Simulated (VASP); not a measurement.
A run of VASP 6.6.1 is set up as follows.

INCAR

```
SYSTEM = Na
PREC     = Accurate       ! precision mode
ENCUT    = 600            ! plane-wave cutoff, eV
EDIFF    = 1E-8           ! SCF threshold, eV
ISMEAR   = -1             ! smearing method
SIGMA    = 0.08           ! smearing width, eV
LREAL    = .FALSE.        ! projectors in reciprocal space
LASPH    = .TRUE.         ! aspherical terms in the spheres
NELM     = 60             ! most SCF steps
ALGO     = Normal         ! electronic algorithm
ISIF     = 3              ! what is computed and relaxed
LWAVE    = .FALSE.        ! write WAVECAR
LCHARG   = .FALSE.        ! write CHGCAR
GGA      = PS             ! functional
IBRION   = 6              ! ionic algorithm
NFREE    = 2            
POTIM    = 0.015          ! step
NSW      = 1              ! ionic steps
```

Contents of KPOINTS:

```
regular mesh
0
G
  16 16 16
  0 0 0
```

File POSCAR:

```
Na
1.0
   -2.0851031346      2.0851031346      2.0851031346
    2.0851031346     -2.0851031346      2.0851031346
    2.0851031346      2.0851031346     -2.0851031346
Na
1
Direct
    0.0000000000      0.0000000000      0.0000000000
```

Potentials or basis: VASP PAW PBE potentials, release 64 (Na_pv).

The run is started by

```bash
$ cat potpaw_PBE.64/Na_pv/POTCAR > POTCAR
$ mpirun -np 1 vasp_std > vasp.out
```

Task: Predict the elastic constants C11, C12, C44.

Result: 9, 7, 7 GPa.

Task: Estimate the Voigt bulk modulus.

Result: 8 GPa.

Elastic tensor in Voigt notation (GPa, in the Cartesian axes of the cell as first typed):
```
9 7 7 0 0 0
7 9 7 0 0 0
7 7 9 0 0 0
0 0 0 7 0 0
0 0 0 0 7 0
0 0 0 0 0 7
```

Caveat: the PAW data sets were made with another functional, which shifts forces and pressure a little.
